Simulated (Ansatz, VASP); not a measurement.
## One calculation of CuO, two programs

INCAR

```
SYSTEM = CuO
PREC = Accurate
ENCUT = 820
EDIFF = 1E-6
ISMEAR = 0
SIGMA = 0.018000000000000002
LREAL = .FALSE.
LASPH = .TRUE.
NELM = 120
ALGO = Normal
ISIF = 2
LWAVE = .FALSE.
LCHARG = .TRUE.
GGA = PE
LELF = .TRUE.
LVHAR = .TRUE.
NBANDS = 33
GGA_COMPAT = .FALSE.
```

Contents of KPOINTS:

```
Automatic mesh
0
G
  10 10 5
  0 0 0
```

File POSCAR:

```
CuO
1.0
    2.3418500000     -1.7113000000      0.0000000000
    2.3418500000      1.7113000000      0.0000000000
   -0.8500274268      0.0000000000      5.0578693947
Cu O
2 2
Direct
    0.5000000000      0.0000000000      0.5000000000
    0.0000000000      0.5000000000      0.0000000000
    0.4184000000      0.5816000000      0.7500000000
    0.5816000000      0.4184000000      0.2500000000
```

The input input.yaml:

```yaml
crystal:
  lattice:
    - [2.34185, -1.7113, 0.0]
    - [2.34185, 1.7113, 0.0]
    - [-0.8500274268, 0.0, 5.0578693947]
  atoms:
    - { symbol: Cu, position: [0.5, 0.0, 0.5] }
    - { symbol: Cu, position: [0.0, 0.5, 0.0] }
    - { symbol: O, position: [0.4184, 0.5816, 0.75] }
    - { symbol: O, position: [0.5816, 0.4184, 0.25] }
hamiltonian:
  xc: pbe
  pseudopotentials: { kind: paw }
kpoints:
  mp_grid: { grid: [10, 10, 5] }
scf:
  occupations: { method: gaussian, width: 0.018 }
output:
  forces: true
  stress: true
  eigenvalues: true
```

Alike in both runs: task single point; functional PBE; k mesh 10 × 10 × 5; occupations gaussian, width 0.018 eV; no spin polarisation.

|  | VASP | Ansatz |
| --- | --- | --- |
| version | VASP 6.6.1 | Ansatz 0.2.0 |
| potentials or method | VASP PAW PBE potentials, release 64 (Cu_sv_GW, O) | Ansatz PAW |
| plane-wave cutoff (eV) | 820 | 420 |
| valence electrons in the cell | 50 | 50 |

VASP gave:

| Item | Value |
| --- | --- |
| gap on the k mesh at the Fermi level (eV) | none |
| pressure (GPa) | 4.8 |
| traceless stress, the component that is largest in VASP (GPa) | -1.27 |
| rms of the force components (eV/Å) | 0.104 |

Question: Which values does Ansatz return?

Answer: gap on the k mesh at the Fermi level (eV): none; pressure (GPa): 5.7; traceless stress, the component that is largest in VASP (GPa): -1.29; rms of the force components (eV/Å): 0.107.

Atom by atom the forces differ by 0.003 eV/Å (rms over components). A gap of «none» marks a metal or a gap that the smearing closes. The functional is the same, so the differences come from potentials, cutoffs and numerics.
